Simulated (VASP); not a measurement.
Crystal: SiC4.

```xyz
5
Lattice="3.5110 0.0000 0.0000 0.0000 3.5110 0.0000 0.0000 0.0000 5.0596" Properties=species:S:1:pos:R:3 pbc="T T T"
Si    0.0000    0.0000    3.0042
C     0.0000    1.0465    4.8765
C     2.4645    0.0000    4.8765
C     0.0000    2.4645    4.8765
C     1.0465    0.0000    4.8765
```

```yaml
Program: VASP 6.6.1
Task: relaxation of cell and atoms
Functional: PBE
Potentials_or_basis: VASP PAW PBE potentials, release 64 (Si, C)
Cutoff: 600 eV
k_mesh: 6 × 6 × 4
Occupations: gaussian, width 0.1 eV
Spin: no spin polarisation
```

At the start: pressure 0.0 GPa; volume 12.47 Å³/atom.

Q: How do energy, volume and symmetry change on relaxing?

A: Over 32 steps the energy falls by 8.1 meV/atom and the volume is 13.43 Å³/atom (+7.7 %); space group P4mm (No. 99, to 0.05 Å).

The path:
```csv
step,energy change (eV),largest force (eV/Å),pressure (GPa),volume (Å³)
1,0.0000,0.2839,0.00,62.37
2,-0.0054,0.3800,0.57,62.37
3,-0.0058,0.5131,0.84,62.37
4,-0.0068,0.5219,0.87,62.38
5,-0.0095,0.5474,0.97,62.41
6,-0.0143,0.6040,1.20,62.46
7,-0.0116,0.8074,1.50,62.56
8,-0.0161,0.6514,1.32,62.49
9,-0.0163,0.6967,1.39,62.51
10,-0.0213,0.5324,1.09,62.58
11,-0.0257,0.1689,0.45,62.74
12,-0.0266,0.1183,0.41,62.76
13,-0.0280,0.0553,0.30,62.81
14,-0.0281,0.0792,0.28,62.82
15,-0.0284,0.0962,0.28,62.86
16,-0.0289,0.1460,0.30,62.96
17,-0.0289,0.1657,0.31,63.00
18,-0.0291,0.1704,0.29,63.04
19,-0.0297,0.1844,0.21,63.14
20,-0.0307,0.2114,0.07,63.36
21,-0.0321,0.2598,-0.20,63.79
22,-0.0328,0.3359,-0.73,64.64
23,-0.0331,0.3354,-0.73,64.70
24,-0.0339,0.3338,-0.70,64.88
25,-0.0353,0.3280,-0.64,65.23
26,-0.0372,0.3090,-0.51,65.95
27,-0.0376,0.2515,-0.18,67.37
28,-0.0380,0.2777,-0.35,66.65
29,-0.0393,0.2103,-0.25,66.80
30,-0.0404,0.0802,-0.08,67.08
31,-0.0404,0.0942,-0.06,67.12
32,-0.0406,0.0121,0.06,67.16
```

Final structure:
```xyz
5
Lattice="3.5408 0.0000 0.0000 0.0000 3.5408 0.0000 0.0000 0.0000 5.3572" Properties=species:S:1:pos:R:3 pbc="T T T"
Si    0.0000    0.0000    3.3445
C     0.0000    1.0501    5.1224
C     2.4908    0.0000    5.1224
C     0.0000    2.4908    5.1224
C     1.0501    0.0000    5.1224
```
